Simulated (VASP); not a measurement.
# C (R-3m) in VASP: single point with PBEsol

Aim: the single point of C with PBEsol.

All numbers are computed with VASP 6.6.1; they aren't measurements. Logs are shortened: lines on timing, memory, paths and dates and some standing lists are left out, and cuts for length are marked.

## 1. The cell of the first run

It takes space group R-3m (No. 166, trigonal). Conventional cell: a = 2.459 Å, b = 2.459 Å, c = 22.945 Å, α = 90.00°, β = 90.00°, γ = 120.00°. C (site symmetry 3m) has 3 C at 1.42 Å within 1.9 Å. C (site symmetry 3m) has 3 C at 1.42 Å within 1.9 Å.

## 2. Single point, PBEsol

INCAR reads:

```
PREC = Accurate
ENCUT = 520
EDIFF = 1E-6
ISMEAR = 0
SIGMA = 0.01
LREAL = F
LASPH = T
NELM = 100
ALGO = Normal
ISIF = 2
LWAVE = F
LCHARG = F
GGA = PS
NBANDS = 16
```

KPOINTS reads:

```
Automatic mesh
0
Gamma
  18 18 18
```

POSCAR reads:

```
C
1.0
    1.2294384382      0.7098166132      7.6482839747
   -1.2294384382      0.7098166132      7.6482839747
    0.0000000000     -1.4196332265      7.6482839747
C
4
Direct
    0.9207534376      0.9207534376      0.9207534376
    0.2540776875      0.2540776875      0.2540776875
    0.7459223125      0.7459223125      0.7459223125
    0.0792465624      0.0792465624      0.0792465624
```

Potentials or basis: VASP PAW PBE potentials, release 64 (C).

On the command line:

```console
> cat potpaw_PBE.64/C/POTCAR > POTCAR
> mpirun -np 1 vasp_std > vasp.out
```

OUTCAR:

```text
PREC = Accurate
   ENCUT = 520
   EDIFF = 1E-6
   ISMEAR = 0
   LREAL = F
   LASPH = T
   NELM = 100
   ISIF = 2
   GGA = PS

 ion  position               nearest neighbor table
   1  0.921  0.921  0.921-   2 1.42   2 1.42   2 1.42
   2  0.254  0.254  0.254-   1 1.42   1 1.42   1 1.42
   3  0.746  0.746  0.746-   4 1.42   4 1.42   4 1.42
   4  0.079  0.079  0.079-   3 1.42   3 1.42   3 1.42

  LATTYP: Found a trigonal (rhomboedric) cell.
 ALAT       =     7.7789206356
 COS(alpha) =     0.9500420178

  Lattice vectors:

 A1 = (   1.2294384382,   0.7098166132,   7.6482839747)
 A2 = (  -1.2294384382,   0.7098166132,   7.6482839747)
 A3 = (   0.0000000000,  -1.4196332265,   7.6482839747)

Analysis of symmetry for initial positions (statically):
=====================================================================
 Subroutine PRICEL returns:
 Original cell was already a primitive cell.

 Routine SETGRP: Setting up the symmetry group for a
 trigonal (rhombohedral) supercell.

 Subroutine GETGRP returns: Found 12 space group operations
 (whereof 12 operations were pure point group operations)
 out of a pool of 12 trial point group operations.

The static configuration has the point symmetry D_3d.

Analysis of symmetry for dynamics (positions and initial velocities):
=====================================================================
 Subroutine PRICEL returns:
 Original cell was already a primitive cell.

 Routine SETGRP: Setting up the symmetry group for a
 trigonal (rhombohedral) supercell.

 Subroutine GETGRP returns: Found 12 space group operations
 (whereof 12 operations were pure point group operations)
 out of a pool of 12 trial point group operations.

The dynamic configuration has the point symmetry D_3d.

 Subroutine INISYM returns: Found 12 space group operations
 (whereof 12 operations are pure point group operations),
 and found     1 'primitive' translations

----------------------------------------------------------------------------------------

                                     Primitive cell

  volume of cell :      40.0468

  direct lattice vectors                    reciprocal lattice vectors
     1.229438438  0.709816613  7.648283975     0.406689741  0.234802431  0.043582761
    -1.229438438  0.709816613  7.648283975    -0.406689741  0.234802431  0.043582761
     0.000000000 -1.419633227  7.648283975     0.000000000 -0.469604863  0.043582761

  length of vectors
     7.778920636  7.778920636  7.778920636     0.471622926  0.471622926  0.471622926

  position of ions in fractional coordinates (direct lattice)
     0.920753438  0.920753438  0.920753438
     0.254077688  0.254077688  0.254077688
     0.745922312  0.745922312  0.745922312
     0.079246562  0.079246562  0.079246562

  ion indices of the primitive-cell ions
   primitive index   ion index
                 1           1
                 2           2
                 3           3
                 4           4

----------------------------------------------------------------------------------------

 KPOINTS: Automatic mesh

Automatic generation of k-mesh.
 Grid dimensions read from file:
 generate k-points for:   18   18   18

 Generating k-lattice:

  Cartesian coordinates                     Fractional coordinates (reciprocal lattice)
     0.022593874  0.013044580  0.002421265     0.055555556  0.000000000  0.000000000
    -0.022593874  0.013044580  0.002421265     0.000000000  0.055555556  0.000000000
     0.000000000 -0.026089159  0.002421265    -0.000000000 -0.000000000  0.055555556

  Length of vectors
     0.026201274  0.026201274  0.026201274

  Shift w.r.t. Gamma in fractional coordinates (k-lattice)
     0.000000000  0.000000000  0.000000000

 Subroutine IBZKPT returns following result:
 ===========================================

 Found    580 irreducible k-points:

 Following reciprocal coordinates:
            Coordinates               Weight
  0.000000  0.000000  0.000000      1.000000
  0.055556 -0.000000 -0.000000      6.000000
  0.111111 -0.000000 -0.000000      6.000000
  0.166667 -0.000000 -0.000000      6.000000
  0.222222  0.000000  0.000000      6.000000
  0.277778  0.000000  0.000000      6.000000
[... 16 lines left out ...]
 -0.277778  0.055556 -0.000000     12.000000
 -0.222222  0.055556  0.000000     12.000000
 [... further k-points ...]
   k-points           NKPTS =    580   k-points in BZ     NKDIM =    580   number of bands    NBANDS=     16
   number of dos      NEDOS =    301   number of ions     NIONS =      4
   total plane-waves  NPLWV = 216000
   dimension x,y,z NGX =    60 NGY =   60 NGZ =   60
   dimension x,y,z NGXF=   120 NGYF=  120 NGZF=  120
   ions per type =               4
   NGX,Y,Z   is equivalent  to a cutoff of  12.82, 12.82, 12.82 a.u.
   NGXF,Y,Z  is equivalent  to a cutoff of  25.65, 25.65, 25.65 a.u.
 SYSTEM =  unknown system
   PREC   = accura    normal or accurate (medium, high low for compatibility)
   ISTART =      0    job   : 0-new  1-cont  2-samecut
   ICHARG =      2    charge: 1-file 2-atom 10-const
   ISPIN  =      1    spin polarized calculation?
   LNONCOLLINEAR =      F non collinear calculations
   LSORBIT =      F    spin-orbit coupling
   LASPH  =      T    aspherical Exc in radial PAW
   ENCUT  =  520.0 eV  38.22 Ry    6.18 a.u.  14.46 14.46 14.46*2*pi/ulx,y,z
   NELM   =    100;   NELMIN=  2; NELMDL= -5     # of ELM steps
   EDIFF  = 0.1E-05   stopping-criterion for ELM
   LREAL  =      F    real-space projection
   EDIFFG = 0.1E-04   stopping-criterion for IOM
   NSW    =      0    number of steps for IOM
   IBRION =     -1    ionic relax: 0-MD 1-quasi-New 2-CG
   NFREE  =      0    steps in history (QN), initial steepest desc. (CG)
   ISIF   =      2    stress and relaxation
   ISYM   =      2    0-nonsym 1-usesym 2-fastsym
   POTIM  = 0.5000    time-step for ionic-motion
   TEBEG  =    0.0;   TEEND  =   0.0 temperature during run
   PSTRESS=    0.0 pullay stress
   NELECT =      16.0000    total number of electrons
   NUPDOWN=      -1.0000    fix difference up-down
   EMIN   =  10.00;   EMAX   =-10.00  energy-range for DOS
   EFERMI =   0.00;   METHOD = LEGACY
   ISMEAR =     0;   SIGMA  =   0.01  broadening in eV -4-tet -1-fermi 0-gaus
   EFERMI_NEDOS =   21; number of points for ismear=-14 and -15
   IALGO  =     38    algorithm
   IMIX   =      4    mixing-type and parameters
     AMIX     =   0.40;   BMIX     =  1.00
     AMIX_MAG =   1.60;   BMIX_MAG =  1.00
  volume/ion in A,a.u.               =      10.01        67.56
  Fermi-wavevector in a.u.,A,eV,Ry     =   1.205754  2.278545 19.780735  1.453843
  Thomas-Fermi vector in A             =   2.341441
   LORBIT       =      0    0 simple, 1 ext, 2 COOP (PROOUT), +10 PAW based schemes
   GGA     = PS    functional components
   LHFCALC =     F    Hartree Fock is set to
   AEXX    =    0.0000 exact exchange contribution
   IVDW    =     0    specifies the selected vdW correction
   LEPSILON=     F    determine dielectric tensor
   LRPA    =     F    only Hartree local field effects (RPA)
 non-spin polarized calculation
 Gauss-broadening in eV      SIGMA  =   0.01
  energy-cutoff  :      520.00
  volume of cell :       40.05
 maximum number of plane-waves:      1100
 NGX is ok and might be reduce to    60
   NGX = 29   NGY = 29   NGZ = 29

 number of electron      16.0000000 magnetization

 Free energy of the ion-electron system (eV)
  ---------------------------------------------------
  ext. energy  EPLUGINS =         0.00000000
  ---------------------------------------------------
  free energy    TOTEN  =       -38.57474653 eV

  energy without entropy =      -38.57474653  energy(sigma->0) =      -38.57474653

 E-fermi :   3.5694     XC(G=0):  -9.6202

 val. band max:        3.5274567486   @ k =  -0.3333   0.3333   0.0000
 cond. band min:       3.6148564859   @ k =  -0.3333   0.3333   0.0000
 fundamental gap:      0.0873997373
 Fermi energy:         3.5694316700

 k-point     1 :       0.0000    0.0000    0.0000
  band No.  band energies     occupation
      1     -16.0270      2.00000
      2     -15.9137      2.00000
      3      -4.6192      2.00000
      4      -3.6029      2.00000
      5       0.5795      2.00000
      6       0.5795      2.00000
[... 8 lines left out ...]
     15      15.1281      0.00000
     16      15.1414      0.00000

 k-point     2 :       0.0556   -0.0000   -0.0000
  band No.  band energies     occupation
      1     -15.9533      2.00000
      2     -15.8408      2.00000
      3      -4.5290      2.00000
      4      -3.5177      2.00000
      5       0.2797      2.00000
      6       0.2837      2.00000
[... 8 lines left out ...]
     15      14.8688      0.00000
     16      14.8839      0.00000

 k-point     3 :       0.1111   -0.0000   -0.0000
  band No.  band energies     occupation
      1     -15.7324      2.00000
      2     -15.6221      2.00000
      3      -4.2594      2.00000
      4      -3.2628      2.00000
      5      -0.5429      2.00000
      6      -0.5343      2.00000
[... 8 lines left out ...]
     15      14.1246      0.00000
     16      14.1627      0.00000

 k-point     4 :       0.1667   -0.0000   -0.0000
  band No.  band energies     occupation
      1     -15.3655      2.00000
      2     -15.2588      2.00000
      3      -3.8134      2.00000
      4      -2.8418      2.00000
      5      -1.7248      2.00000
      6      -1.7103      2.00000
[... 8 lines left out ...]
     15      14.4881      0.00000
     16      14.4937      0.00000

 k-point     5 :       0.2222    0.0000    0.0000
  band No.  band energies     occupation
      1     -14.8545      2.00000
      2     -14.7526      2.00000
      3      -3.1968      2.00000
      4      -3.1092      2.00000
      5      -3.0877      2.00000
      6      -2.2612      2.00000
[... 8 lines left out ...]
     15      16.1509      0.00000
     16      16.1567      0.00000

 k-point     6 :       0.2778    0.0000    0.0000
  band No.  band energies     occupation
      1     -14.2024      2.00000
      2     -14.1065      2.00000
      3      -4.5810      2.00000
      4      -4.5518      2.00000
      5      -2.4200      2.00000
      6      -1.7348      2.00000
[... 8 lines left out ...]
     15      18.0067      0.00000
     16      18.0118      0.00000

 k-point     7 :       0.3333   -0.0000   -0.0000
  band No.  band energies     occupation
      1     -13.4140      2.00000
      2     -13.3250      2.00000
      3      -6.0624      2.00000
      4      -6.0253      2.00000
      5      -2.2052      2.00000
      6      -2.1971      2.00000
[... 8 lines left out ...]
     15      18.7462      0.00000
     16      19.5014      0.00000

 k-point     8 :       0.3889    0.0000    0.0000
  band No.  band energies     occupation
      1     -12.4981      2.00000
      2     -12.4170      2.00000
      3      -7.4992      2.00000
      4      -7.4539      2.00000
      5      -2.5570      2.00000
      6      -2.5488      2.00000
[... 8 lines left out ...]
     15      17.6462      0.00000
     16      19.3843      0.00000

 k-point     9 :       0.4444    0.0000    0.0000
  band No.  band energies     occupation
      1     -11.4811      2.00000
      2     -11.4092      2.00000
      3      -8.8372      2.00000
      4      -8.7850      2.00000
      5      -2.7737      2.00000
      6      -2.7656      2.00000
[... 8 lines left out ...]
     15      16.1149      0.00000
     16      18.4048      0.00000
[... 172 lines left out ...]
 k-point    19 :       0.5000    0.0556   -0.0000
  band No.  band energies     occupation
      1     -10.9275      2.00000
      2     -10.8659      2.00000
      3      -9.3735      2.00000
      4      -9.3203      2.00000
      5      -3.0725      2.00000
      6      -3.0633      2.00000
[... 8 lines left out ...]
     15      15.9932      0.00000
     16      17.9663      0.00000

 k-point    20 :      -0.4444    0.0556    0.0000
  band No.  band energies     occupation
      1     -10.9297      2.00000
      2     -10.8637      2.00000
      3      -9.3715      2.00000
      4      -9.3224      2.00000
      5      -3.0726      2.00000
      6      -3.0633      2.00000
[... 8 lines left out ...]
     15      16.0797      0.00000
     16      17.9278      0.00000

 k-point    21 :      -0.3889    0.0556    0.0000
  band No.  band energies     occupation
      1     -11.9487      2.00000
      2     -11.8701      2.00000
      3      -8.1438      2.00000
      4      -8.0974      2.00000
      5      -2.9261      2.00000
      6      -2.9166      2.00000
[... 8 lines left out ...]
     15      16.9348      0.00000
     16      18.6745      0.00000

 k-point    22 :      -0.3333    0.0556    0.0000
  band No.  band energies     occupation
      1     -12.9197      2.00000
      2     -12.8328      2.00000
      3      -6.7561      2.00000
      4      -6.7175      2.00000
      5      -2.6378      2.00000
      6      -2.6284      2.00000
[... 8 lines left out ...]
     15      18.1155      0.00000
     16      19.3534      0.00000

 k-point    23 :      -0.2778    0.0556   -0.0000
  band No.  band energies     occupation
      1     -13.7723      2.00000
      2     -13.6782      2.00000
      3      -5.3049      2.00000
      4      -5.2743      2.00000
      5      -2.2186      2.00000
      6      -2.2094      2.00000
[... 8 lines left out ...]
     15      17.9422      0.00000
     16      18.2184      0.00000

 k-point    24 :      -0.2222    0.0556    0.0000
  band No.  band energies     occupation
      1     -14.4924      2.00000
      2     -14.3923      2.00000
      3      -3.8431      2.00000
      4      -3.8204      2.00000
      5      -2.7696      2.00000
      6      -1.8432      2.00000
[... 8 lines left out ...]
     15      16.5321      0.00000
     16      16.5902      0.00000

 [... further k-points ...]
[... 5 lines left out ...]
  --------------------------------------------------------------------------------------
  -------------------------------------------------------------------------------------
  Total        0.2289559      0.2289558     -0.0223445      0.0000000      0.0000000      0.0000000
  in kB        9.1599716      9.1599716     -0.8939512      0.0000000      0.0000000      0.0000000
  external PRESSURE =       5.8086640 kB  Pullay stress =       0.0000000 kB

 VOLUME and BASIS-vectors are now :
 -----------------------------------------------------------------------------
  energy-cutoff  :      520.00
  volume of cell :       40.05
      direct lattice vectors                 reciprocal lattice vectors
     1.229438438  0.709816613  7.648283975     0.406689741  0.234802431  0.043582761
    -1.229438438  0.709816613  7.648283975    -0.406689741  0.234802431  0.043582761
     0.000000000 -1.419633227  7.648283975     0.000000000 -0.469604863  0.043582761

 POSITION                                       TOTAL-FORCE (eV/Angst)
 -----------------------------------------------------------------------------------
      0.00000     -0.00000     21.12655         0.000000      0.000000     -0.000169
      0.00000     -0.00000      5.82977         0.000000     -0.000000      0.000013
      0.00000     -0.00000     17.11508         0.000000      0.000000     -0.000013
      0.00000     -0.00000      1.81830         0.000000     -0.000000      0.000169
 -----------------------------------------------------------------------------------
    total drift:                               -0.000000     -0.000000      0.000000

  FREE ENERGIE OF THE ION-ELECTRON SYSTEM (eV)
  ---------------------------------------------------
  free  energy   TOTEN  =       -38.5747465289 eV

  energy  without entropy=      -38.5747465289  energy(sigma->0) =      -38.57474653
```

Run time: 19 min. Hardware: 1 thread of Intel Xeon 6975P-C (Granite Rapids), shared host; peak memory 0.65 GiB.

What came out:

```
Free energy : -38.5747 eV
Pressure    : 0.6 GPa
```

Caveat: this functional lacks dispersion, which binds layers or chains, so the pressure and a relaxed spacing across them are unreliable; the PAW data sets were made with another functional, which shifts forces and pressure a little.
